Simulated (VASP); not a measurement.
A run of VASP 6.6.1:

Contents of INCAR:

```
SYSTEM = ScAl7N8
ALGO = Normal ; EDIFF = 1E-7
ENCUT = 520 ; GGA = RP
ISIF = 2 ; ISMEAR = -1
ISPIN = 2 ; LASPH = .TRUE.
LCHARG = .FALSE. ; LMAXMIX = 4
LORBIT = 11 ; LREAL = Auto
LWAVE = .FALSE. ; MAGMOM = 0 0 0 0 0 0 0 0 0 0 0 0 0 0 0 1
NBANDS = 54 ; NELECT = 71.0
NELM = 150 ; PREC = Accurate
SIGMA = 0.05
```

Contents of KPOINTS:

```
Automatic mesh
0
Gamma
  2 2 2
  0.5 0.5 0.5
```

The input POSCAR:

```
ScAl7N8
1.0
    8.7554440000      0.0000000000      0.0000000000
    0.0000000000      4.3777220000      0.0000000000
    0.0000000000      0.0000000000      4.3777220000
Al N Sc
7 8 1
Direct
    0.9932690000      0.0258660000      0.9908870000
    0.4964490000      0.0027170000      0.0049870000
    0.2563140000      0.5073900000      0.9966880000
    0.7474010000      0.5236270000      0.9731020000
    0.2515250000      0.9778550000      0.5143410000
    0.7346960000      0.0106880000      0.5048140000
    0.9904910000      0.4996880000      0.4835830000
    0.1209580000      0.2818220000      0.2554850000
    0.6165830000      0.2422250000      0.2694140000
    0.3804710000      0.7744130000      0.2638320000
    0.8736880000      0.7707820000      0.2296070000
    0.3846490000      0.2160450000      0.7387290000
    0.8638980000      0.2458990000      0.7676690000
    0.1204420000      0.7518570000      0.7607030000
    0.6042410000      0.7319990000      0.7241050000
    0.4916510000      0.4761700000      0.4923380000
```

Potentials or basis: VASP PAW PBE potentials, release 64 (Al, N, Sc_sv).

Command:

```bash
$ cat potpaw_PBE.64/Al/POTCAR potpaw_PBE.64/N/POTCAR potpaw_PBE.64/Sc_sv/POTCAR > POTCAR
$ mpirun -np 1 vasp_std > vasp.out
```

Hardware: 1 thread of Intel Xeon 8259CL (shared host).

Task: How long does it take, and how much memory?

Result: It took 5.7 min on 1 thread of Intel Xeon 8259CL, with other jobs on the host, peak memory 0.38 GiB. Counts: scf iterations 24, k points 4.
